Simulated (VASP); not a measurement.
Input of a VASP 6.6.1 run:

File INCAR:

```
SYSTEM = Rb
PREC = Accurate
ENCUT = 520
EDIFF = 1E-6
ISMEAR = 0
SIGMA = 0.15
LREAL = .FALSE.
LASPH = .TRUE.
NELM = 80
ALGO = Fast
ISIF = 2
LWAVE = .FALSE.
LCHARG = .TRUE.
GGA = PS
LELF = .TRUE.
LVHAR = .TRUE.
NBANDS = 10
```

The input KPOINTS:

```
regular mesh
0
G
  12 12 12
  0 0 0
```

The input POSCAR:

```
Rb
1.0
   -2.6657000000      2.6657000000      2.8060000000
    2.6657000000     -2.6657000000      2.8060000000
    2.6657000000      2.6657000000     -2.8060000000
Rb
1
Direct
    0.0000000000      0.0000000000      0.0000000000
```

Potentials or basis: VASP PAW PBE potentials, release 64 (Rb_sv).

Command:

```bash
$ cat potpaw_PBE.64/Rb_sv/POTCAR > POTCAR
$ mpirun -np 1 vasp_std > vasp.out
```

Question: Estimate the pressure.

Answer: 0.3 GPa.

Caveat: the cell differs from its parent crystal (strain -0.050 along x and y, +0.000 along z); the PAW data sets were made with another functional, which shifts forces and pressure a little.
